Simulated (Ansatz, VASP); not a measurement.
# Zr in VASP and in Ansatz

The input INCAR:

```
SYSTEM = Zr
  PREC = Accurate
  ENCUT = 520
  EDIFF = 1E-7
  ISMEAR = -1
  SIGMA = 0.1
  LREAL = .False.
  LASPH = .True.
  NELM = 80
  ALGO = Normal
  ISIF = 2
  LWAVE = .False.
  LCHARG = .False.
  GGA = RP
  NBANDS = 19
```

KPOINTS

```
Automatic mesh
0
Gamma
  18 18 10
  0 0 0
```

File POSCAR:

```
Zr
1.0
    3.3446469936      0.0000000000      0.0000000000
   -1.6723234968      2.8965492632      0.0000000000
    0.0000000000      0.0000000000      5.3449651859
Zr
2
Direct
    0.3333333333      0.6666666667      0.2500000000
    0.6666666667      0.3333333333      0.7500000000
```

Input for Ansatz:

```yaml
crystal:
  lattice:
    - [3.3446469936, 0.0, 0.0]
    - [-1.6723234968, 2.8965492632, 0.0]
    - [0.0, 0.0, 5.3449651859]
  atoms:
    - { symbol: Zr, position: [0.3333333333, 0.6666666667, 0.25] }
    - { symbol: Zr, position: [0.6666666667, 0.3333333333, 0.75] }
hamiltonian:
  xc: rpbe
  pseudopotentials:
    kind: paw
    azcp:
      Zr: "pseudopotentials/Zr.paw.azcp"
basis:
  ecutwfc: 420
  fft_grid_basis: typed
kpoints:
  mp_grid: { grid: [18, 18, 10], shift: [0, 0, 0] }
magnetization:
  spin_polarized: false
scf:
  occupations: { method: fermi_dirac, width: 0.1 }
output:
  stress: true
```

Alike in both runs: task single point; functional RPBE; k mesh 18 × 18 × 10; occupations fermi-dirac, width 0.1 eV; no spin polarisation.

|  | VASP | Ansatz |
| --- | --- | --- |
| version | VASP 6.6.1 | Ansatz 0.2.0 |
| potentials or method | VASP PAW PBE potentials, release 64 (Zr_sv), cutoff 520 eV | plane waves (420 eV) with PAW, scalar-relativistic |
| valence electrons in the cell | 24 | 24 |

|  | VASP | Ansatz | Ansatz less VASP |
| --- | --- | --- | --- |
| pressure (GPa) | -6.0 | -6.0 | +0.02 |
| traceless stress, the component that is largest in VASP (GPa) | -0.16 | -0.16 | +0.002 |

VASP's potentials were made for PBE, not for RPBE.
